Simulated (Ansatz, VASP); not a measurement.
## TiO2: VASP and Ansatz over several settings

```xyz
12
Lattice="6.1943 -1.8959 0.0000 6.1943 1.8959 0.0000 -1.9411 0.0000 6.3709" Properties=species:S:1:pos:R:3 pbc="T T T"
Ti   10.5885    0.0000    1.8450
Ti    1.8685    0.0000    1.8078
Ti   -0.1410    0.0000    4.5259
Ti    8.5790    0.0000    4.5631
O     3.9143    0.0000    1.8692
O     1.9977    0.0000    4.1570
O     8.8113    0.0000    6.3409
O     8.4499    0.0000    2.2139
O    10.4428    0.0000    4.0138
O     1.6362    0.0000    0.0300
O     6.5332    0.0000    4.5017
O     0.0047    0.0000    2.3571
```

Single points on this cell with VASP 6.6.1 and Ansatz 0.2.0. Each row is one pair of runs. Alike in all rows: spin: off; k mesh: 8 × 8 × 4; smearing: fermi-dirac, width 0.05 eV.

| level | VASP's potentials, cutoff | Ansatz's potentials, cutoff | gap on the k mesh at the Fermi level (eV), VASP | gap on the k mesh at the Fermi level (eV), Ansatz | least direct gap on the mesh (eV), VASP | least direct gap on the mesh (eV), Ansatz | pressure (GPa), VASP | pressure (GPa), Ansatz |
| --- | --- | --- | --- | --- | --- | --- | --- | --- |
| b88 exchange, pbe correlation | VASP PAW PBE potentials, release 64 (Ti_sv, O), 600 eV | Ansatz PAW, 420 eV | 2.66 | 2.68 | 2.82 | 2.84 | -4.6 | -5.0 |
| PBE exchange alone | VASP PAW PBE potentials, release 64 (Ti_sv, O), 520 eV | Ansatz PAW, 420 eV | 2.69 | ? | 2.86 | ? | 10.8 | ? |
| PBE | VASP PAW PBE potentials, release 64 (Ti_sv, O), 520 eV | PseudoDojo stringent (PBE files), 1252 eV | 2.66 | 2.70 | 2.82 | 2.86 | -4.2 | -5.1 |

Question: Fill in what Ansatz gave in row 2.

Answer: gap on the k mesh at the Fermi level (eV): 2.71; least direct gap on the mesh (eV): 2.88; pressure (GPa): 10.1.
